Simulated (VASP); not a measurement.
Wanted: the native input for a VASP 6.6.1 run.

| Property | Result |
| --- | --- |
| Task | single point |
| Functional | PBE |
| Potentials or basis | VASP PAW PBE potentials, release 64 (Zr_sv, Si) |
| Cutoff | 520 eV |
| k mesh | 14 × 14 × 14 |
| Occupations | gaussian, width 0.05 eV |
| Spin | no spin polarisation |
| Dipole correction | no |
| Further INCAR settings | ALGO = Normal; EDIFF = 1e-06; NBANDS = 17 |

The structure of ZrSi2 lies in POSCAR:

```
ZrSi2
1.0
   -1.6438588907      1.6438588907      4.5852081499
    1.6438588907     -1.6438588907      4.5852081499
    1.6438588907      1.6438588907     -4.5852081499
Zr Si
1 2
Direct
    0.0000000000      0.0000000000      0.0000000000
    0.3100427431      0.3100427431      0.0000000000
    0.6899572569      0.6899572569      0.0000000000
```

These files were run (other wordings do the same):

INCAR

```
SYSTEM = ZrSi2
PREC     = Accurate       ! precision mode
ENCUT    = 520            ! plane-wave cutoff, eV
EDIFF    = 1E-6           ! SCF threshold, eV
ISMEAR   = 0              ! smearing method
SIGMA    = 0.05           ! smearing width, eV
LREAL    = .FALSE.        ! projectors in reciprocal space
LASPH    = .TRUE.         ! aspherical terms in the spheres
NELM     = 60             ! most SCF steps
ALGO     = Normal         ! electronic algorithm
ISIF     = 2              ! what is computed and relaxed
LWAVE    = .FALSE.        ! write WAVECAR
LCHARG   = .FALSE.        ! write CHGCAR
GGA      = PE             ! functional
NBANDS   = 17             ! bands
```

KPOINTS

```
regular mesh
0
G
  14 14 14
  0 0 0
```

Potentials or basis: VASP PAW PBE potentials, release 64 (Zr_sv, Si).

Command:

```bash
$ cat potpaw_PBE.64/Zr_sv/POTCAR potpaw_PBE.64/Si/POTCAR > POTCAR
$ mpirun -np 1 vasp_std > vasp.out
```

It gave:

```
Pressure               : 0.0 GPa
Band gap on the k mesh : zero (bands 10 and 11 overlap by 1.49 eV)
```

It took 3.3 min on 1 thread of AMD EPYC 9R45 96-Core Processor (Zen 5), with other jobs on the host, peak memory 0.35 GiB.
